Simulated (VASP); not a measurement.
Write the native input for VASP 6.6.1 that does the following.

```yaml
Task: single point
Functional: r2SCAN
Potentials_or_basis: VASP PAW PBE potentials, release 64 (O, S, Mg_sv)
Cutoff: 920 eV
k_mesh: 8 × 8 × 8
Occupations: gaussian, width 0.01 eV
Spin: no spin polarisation
Dipole_correction: no
Further_INCAR_settings: ALGO = Normal; EDIFF = 1e-06; NBANDS = 24
```

Mg2SO:

```xyz
4
Lattice="1.6531 0.9544 5.4420 -1.6531 0.9544 5.4420 0.0000 -1.9088 5.4420" Properties=species:S:1:pos:R:3 pbc="T T T"
O     1.6531    0.9544    5.4420
S     0.0000    0.0000    8.1629
Mg    0.0000    0.0000    4.2718
Mg    0.0000    0.0000   12.0540
```

These files were run (other wordings do the same):

POSCAR

```
Mg2SO
1.0
    1.6530932855      0.9544138534      5.4419542134
   -1.6530932855      0.9544138534      5.4419542134
    0.0000000000     -1.9088277068      5.4419542134
O S Mg
1 1 2
Direct
    1.0000000000      0.0000000000      0.0000000000
    0.5000000000      0.5000000000      0.5000000000
    0.2616612352      0.2616612352      0.2616612352
    0.7383387648      0.7383387648      0.7383387648
```

INCAR.step1

```
SYSTEM = Mg2SO
ALGO = Normal
EDIFF = 1E-5
ENCUT = 920
GGA = PE
GGA_COMPAT = .FALSE.
ISMEAR = 0
LASPH = .TRUE.
LCHARG = .FALSE.
LREAL = .FALSE.
LWAVE = .TRUE.
NBANDS = 24
NELM = 120
PREC = Accurate
SIGMA = 0.01
```

INCAR.step2

```
SYSTEM = Mg2SO
ALGO = Normal
EDIFF = 1E-6
ENCUT = 920
GGA_COMPAT = .FALSE.
ISIF = 2
ISMEAR = 0
ISTART = 1
LASPH = .TRUE.
LCHARG = .TRUE.
LELF = .TRUE.
LMIXTAU = .TRUE.
LREAL = .FALSE.
LVHAR = .TRUE.
LWAVE = .FALSE.
METAGGA = R2SCAN
NBANDS = 24
NELM = 120
PREC = Accurate
SIGMA = 0.01
```

KPOINTS

```
k-points
0
G
  8 8 8
  0 0 0
```

Potentials or basis: VASP PAW PBE potentials, release 64 (O, S, Mg_sv).

Launch:

```console
$ cat potpaw_PBE.64/O/POTCAR potpaw_PBE.64/S/POTCAR potpaw_PBE.64/Mg_sv/POTCAR > POTCAR
$ cp INCAR.step1 INCAR
$ mpirun -np 1 vasp_std > vasp.out
$ cp INCAR.step2 INCAR
$ mpirun -np 1 vasp_std > vasp.out
```

Results of the run:

- Pressure: 3.7 GPa
- Largest force: 0.078 eV/Å
- Band gap on the k mesh: 1.74 eV

Caveat: the cell stands under pressure; the PAW data sets were made with another functional, which shifts forces and pressure a little.

It took 22 min on 1 thread of Intel(R) Xeon(R) Platinum 8488C (Sapphire Rapids), with other jobs on the host, peak memory 0.65 GiB.
